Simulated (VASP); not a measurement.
## Be: relaxation of cell and atoms with PBEsol

The system is Be.

```
CELL_PARAMETERS angstrom
1.98116 0.00000 0.00000
-0.99058 1.71574 0.00000
0.00000 0.00000 3.20948
ATOMIC_POSITIONS crystal
Be 0.33333 0.66667 0.25000
Be 0.66667 0.33333 0.75000
```

```yaml
Program: VASP 6.6.1
Task: relaxation of cell and atoms
Functional: PBEsol
Potentials_or_basis: VASP PAW PBE potentials, release 64 (Be)
Cutoff: 600 eV
k_mesh: 22 × 22 × 12
Occupations: fermi-dirac, width 0.1 eV
Spin: no spin polarisation
Target_pressure: 80 GPa
Dipole_correction: no
Further_INCAR_settings: ALGO = Normal; EDIFF = 1e-06; IBRION = 2; EDIFFG = -0.005; NSW = 60; ISIF = 3
```

```json
{
 "Relaxed volume": "5.49 Å³/atom",
 "Relaxed cell": "a = 1.994 Å, b = 1.994 Å, c = 3.189 Å, α = 90.00°, β = 90.00°, γ = 120.00°",
 "Space group after relaxing (to 0.1 Å)": "P6_3/mmc (No. 194)",
 "Energy change on relaxing (the run minimises the enthalpy)": "-20.4 meV/atom",
 "Ionic steps": "5",
 "Pressure after relaxing": "80.0 GPa",
 "Band gap on the k mesh": "zero (bands 2 and 3 overlap by 2.25 eV)"
}
```

Step by step:
```tsv
step	energy change (eV)	largest force (eV/Å)	pressure (GPa)	volume (Å³)
1	0.0000	0.0000	82.30	10.91
2	-0.0645	0.0000	78.50	11.03
3	-0.0495	0.0000	79.43	11.00
4	-0.0355	0.0000	80.35	10.97
5	-0.0408	0.0000	80.00	10.98
```

Final structure:
```xyz
2
Lattice="1.9942 0.0000 0.0000 -0.9971 1.7270 0.0000 0.0000 0.0000 3.1895" Properties=species:S:1:pos:R:3 pbc="T T T"
Be    0.0000    1.1513    0.7974
Be    0.9971    0.5757    2.3921
```

Levels at points of the mesh, in eV from the Fermi level:
```tsv
k point	band 1	band 2	band 3	band 4	band 5	band 6
(0.00, 0.00, 0.00)	-13.42	-6.21	2.31	21.53	21.53	25.08
(0.50, 0.00, 0.00)	-6.55	-3.48	4.50	7.79	9.36	12.55
(0.00, 0.00, 0.50)	-11.08	-11.08	13.51	13.51	23.69	23.69
(0.50, 0.00, 0.50)	-4.92	-4.92	2.96	2.96	15.89	15.89
```

Run time: 53 s on 1 thread of Intel Xeon 8259CL, with other jobs on the host, peak memory 0.14 GiB.

Caveat: the cell is relaxed towards a set pressure, so the run minimises the enthalpy, not the energy; the PAW data sets were made with another functional, which shifts forces and pressure a little.
